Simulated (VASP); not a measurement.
## CdH2O2: single point with PBEsol

CdH2O2:

```
Cd H O
1.0
     3.51553    0.00000    0.00000
    -1.75776    3.04453    0.00000
     0.00000    0.00000    4.64298
Cd H O
1 2 2
Direct
  0.00000 0.00000 0.00000
  0.66667 0.33333 0.55096
  0.33333 0.66667 0.44904
  0.66667 0.33333 0.75937
  0.33333 0.66667 0.24063
```

* Program: VASP 6.6.1
* Task: single point
* Functional: PBEsol
* Potentials or basis: VASP PAW PBE potentials, release 64 (Cd_sv_GW, H, O)
* Cutoff: 700 eV
* k mesh: 9 × 9 × 6
* Occupations: gaussian, width 0.05 eV
* Spin: no spin polarisation
* Dipole correction: no
* Further INCAR settings: ALGO = Normal; EDIFF = 1e-06; NBANDS = 25

- Pressure: -0.6 GPa
- Largest force: 0.772 eV/Å
- Band gap on the k mesh: 1.62 eV (least direct gap 1.96 eV)

Forces on the atoms (eV/Å):
```
Cd   0.000  0.000  0.000
H    0.000  0.000 -0.615
H    0.000  0.000  0.615
O    0.000  0.000  0.772
O    0.000  0.000 -0.772
```

Stress tensor (GPa, compression positive):
```
-1.80  0.00  0.00
 0.00 -1.80  0.00
 0.00  0.00  1.91
```

Levels at points of the mesh, in eV from the valence-band top:
| k point | band 14 | band 15 | band 16 | band 17 | band 18 | band 19 | band 20 | band 21 |
| --- | --- | --- | --- | --- | --- | --- | --- | --- |
| (0.00, 0.00, 0.00) | -1.06 | -1.06 | -0.34 | -0.34 | 1.62 | 6.11 | 9.99 | 12.79 |
| (0.00, 0.00, 0.50) | -1.30 | -1.30 | -0.06 | -0.06 | 4.28 | 4.30 | 11.02 | 11.22 |

It took 49 s on 1 thread of Intel(R) Xeon(R) 6975P-C (Granite Rapids), with other jobs on the host, peak memory 0.28 GiB.

Caveat: the PAW data sets were made with another functional, which shifts forces and pressure a little. A k mesh can miss the band edges.
